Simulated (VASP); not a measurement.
**Os: single point with revPBE**

The system is Os.

```
CELL_PARAMETERS angstrom
2.56521 0.00000 0.00000
0.00000 2.56521 0.00000
0.00000 0.00000 2.56521
ATOMIC_POSITIONS crystal
Os 0.00000 0.00000 0.00000
```

| Property | Result |
| --- | --- |
| Program | VASP 6.6.1 |
| Task | single point |
| Functional | revPBE |
| Potentials or basis | VASP PAW PBE potentials, release 64 (Os) |
| Cutoff | 520 eV |
| k mesh | 14 × 14 × 14 |
| Occupations | fermi-dirac, width 0.1 eV |
| Spin | no spin polarisation |

```json
{
  "Pressure": "0.0 GPa",
  "Band gap on the k mesh": "zero (band 4 reaches 11.90 eV, above the bottom of band 5 at 6.15 eV)"
}
```

Levels at points of the mesh, in eV from the Fermi level:
| k point | band 1 | band 2 | band 3 | band 4 | band 5 | band 6 | band 7 | band 8 | band 9 |
| --- | --- | --- | --- | --- | --- | --- | --- | --- | --- |
| (0.00, 0.00, 0.00) | -9.34 | -5.84 | -5.84 | 2.23 | 2.23 | 2.23 | 15.43 | 15.43 | 15.43 |
| (0.50, 0.00, 0.00) | -6.15 | -5.01 | -1.11 | -0.94 | -0.94 | 2.55 | 6.99 | 15.66 | 19.90 |
| (0.50, 0.50, 0.00) | -6.53 | -4.45 | -0.33 | -0.33 | 4.47 | 4.47 | 4.58 | 12.50 | 14.50 |
| (0.50, 0.50, 0.50) | -5.12 | -5.12 | -5.12 | 4.80 | 4.80 | 8.52 | 11.07 | 11.07 | 11.07 |

It took 31 s on 1 thread of AMD EPYC 7R13, with other jobs on the host, peak memory 0.11 GiB.

Caveat: the PAW data sets were made with another functional, which shifts forces and pressure a little; spin-orbit coupling is left out, which moves the levels of the heavy elements.
